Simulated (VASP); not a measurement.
Wanted: the native input for a VASP 6.6.1 run.

```yaml
Task: single point
Functional: PBE
Potentials_or_basis: VASP PAW PBE potentials, release 64 (B, P)
Cutoff: 520 eV
k_mesh: 15 × 15 × 15
Occupations: methfessel-paxton, width 0.01 eV
Spin: no spin polarisation
Dipole_correction: no
Further_INCAR_settings: ALGO = Normal; EDIFF = 1e-07; NBANDS = 11
```

The structure of BP (zincblende type) lies in POSCAR:

```
BP
1.0
    0.0000000000      2.0383179824      2.0383179824
    2.0383179824      0.0000000000      2.0383179824
    2.0383179824      2.0383179824      0.0000000000
B P
1 1
Direct
    0.0000000000      0.0000000000      0.0000000000
    0.2500000000      0.2500000000      0.2500000000
```

One way to write it, as run:

INCAR

```
ALGO = Normal ; EDIFF = 1E-7
ENCUT = 520 ; GGA = PE
ISIF = 2 ; ISMEAR = 1
LASPH = T ; LCHARG = F
LREAL = F ; LWAVE = F
NBANDS = 11 ; NELM = 100
PREC = Accurate ; SIGMA = 0.01
```

KPOINTS

```
k-points
0
Gamma
  15 15 15
```

Potentials or basis: VASP PAW PBE potentials, release 64 (B, P).

Launch:

```sh
$ cat potpaw_PBE.64/B/POTCAR potpaw_PBE.64/P/POTCAR > POTCAR
$ mpirun -np 1 vasp_std > vasp.out
```

Results of the run:

```json
{
 "Pressure": "96.9 GPa",
 "Band gap on the k mesh": "0.63 eV, indirect (least direct gap 4.19 eV)"
}
```

Wall time 12 s on 1 thread of Intel Xeon 6975P-C (shared host), peak memory 0.15 GiB.
